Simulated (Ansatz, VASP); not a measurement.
## Two plane-wave programs on Os

```xyz
2
Lattice="2.7400 0.0000 0.0000 -1.3700 2.3729 0.0000 0.0000 0.0000 4.3265" Properties=species:S:1:pos:R:3 pbc="T T T"
Os    0.0000    1.5819    3.2448
Os    1.3700    0.7910    1.0816
```

Alike in both runs: task single point; functional PBE; k mesh 14 × 14 × 8; occupations gaussian, width 0.05 eV; no spin polarisation; Hubbard terms Os d U = 2.0 eV.

```csv
,VASP,Ansatz
version,VASP 6.6.1,Ansatz 0.2.0
potentials or method,"VASP PAW PBE potentials, release 64 (Os), cutoff 520 eV","scalar-relativistic, plane waves, PAW"
valence electrons in the cell,16,32
```

|  | VASP | Ansatz | Ansatz less VASP |
| --- | --- | --- | --- |
| gap on the k mesh at the Fermi level (eV) | none | none | - |
| pressure (GPa) | 1.1 | 4.6 | +3.51 |
| traceless stress, the component that is largest in VASP (GPa) | -1.08 | -0.73 | +0.351 |

The programs project onto different local orbitals, so the same U acts differently, and such runs can settle in different states. A gap of «none» marks a metal or a gap that the smearing closes. VASP's potentials hold 16 valence electrons a cell and Ansatz's 32, so a difference there can come from the potentials and not from the codes. Ansatz's warnings: filled band counts differ across k points.

Spin-orbit coupling is off throughout.
